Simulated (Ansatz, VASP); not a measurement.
**Two plane-wave programs on WS2**

The input INCAR:

```
PREC = Accurate ; ENCUT = 520
EDIFF = 1E-7 ; ISMEAR = 0
SIGMA = 0.05 ; LREAL = F
LASPH = T ; NELM = 80
ALGO = Normal ; ISIF = 2
LWAVE = F ; LCHARG = F
GGA = PS ; NBANDS = 35
```

KPOINTS

```
regular mesh
0
Gamma
  12 12 2
```

The input POSCAR:

```
WS2
1.0
    3.2713688308      0.0000000000      0.0000000000
   -1.6356844154      2.8330885126      0.0000000000
    0.0000000000      0.0000000000     23.5440414753
W S
2 4
Direct
    0.3333333333      0.6666666667      0.6345659624
    0.6666666667      0.3333333333      0.3654340376
    0.3333333333      0.6666666667      0.2989660749
    0.6666666667      0.3333333333      0.5680485953
    0.3333333333      0.6666666667      0.4319514047
    0.6666666667      0.3333333333      0.7010339251
```

Input for Ansatz:

```yaml
crystal:
  lattice:
    - [3.2713688308, 0.0, 0.0]
    - [-1.6356844154, 2.8330885126, 0.0]
    - [0.0, 0.0, 23.5440414753]
  atoms:
    - { symbol: W, position: [0.3333333333, 0.6666666667, 0.6345659624] }
    - { symbol: W, position: [0.6666666667, 0.3333333333, 0.3654340376] }
    - { symbol: S, position: [0.3333333333, 0.6666666667, 0.2989660749] }
    - { symbol: S, position: [0.6666666667, 0.3333333333, 0.5680485953] }
    - { symbol: S, position: [0.3333333333, 0.6666666667, 0.4319514047] }
    - { symbol: S, position: [0.6666666667, 0.3333333333, 0.7010339251] }
basis:
  ecutwfc: 420
kpoints:
  mp_grid: { grid: [12, 12, 2] }
hamiltonian:
  xc: pbesol
  pseudopotentials: { kind: paw, azcp: { folder: soft_1 } }
scf:
  occupations: { method: gaussian, width: 0.05 }
output:
  forces: true
  stress: true
  eigenvalues: true
```

Alike in both runs: task single point; functional PBEsol; k mesh 12 × 12 × 2; occupations gaussian, width 0.05 eV; no spin polarisation.

|  | VASP | Ansatz |
| --- | --- | --- |
| version | VASP 6.6.1 | Ansatz 0.2.0 |
| potentials or method | VASP PAW PBE potentials, release 64 (W_sv, S), cutoff 520 eV | scalar-relativistic, plane waves, PAW |
| valence electrons in the cell | 52 | 52 |

|  | VASP | Ansatz | Ansatz less VASP |
| --- | --- | --- | --- |
| gap on the k mesh at the Fermi level (eV) | 1.03 | 1.01 | -0.014 |
| least direct gap on the mesh (eV) | 1.50 | 1.50 | -0.002 |
| rms of the force components (eV/Å) | 0.359 | 0.367 | +0.0083 |

VASP's potentials were made for PBE, not for PBEsol, and Ansatz warns of the same on its side. Atom by atom the forces differ by 0.008 eV/Å (rms over components). The functional is the same, so the differences come from potentials, cutoffs and numerics.

Spin-orbit coupling is off throughout.
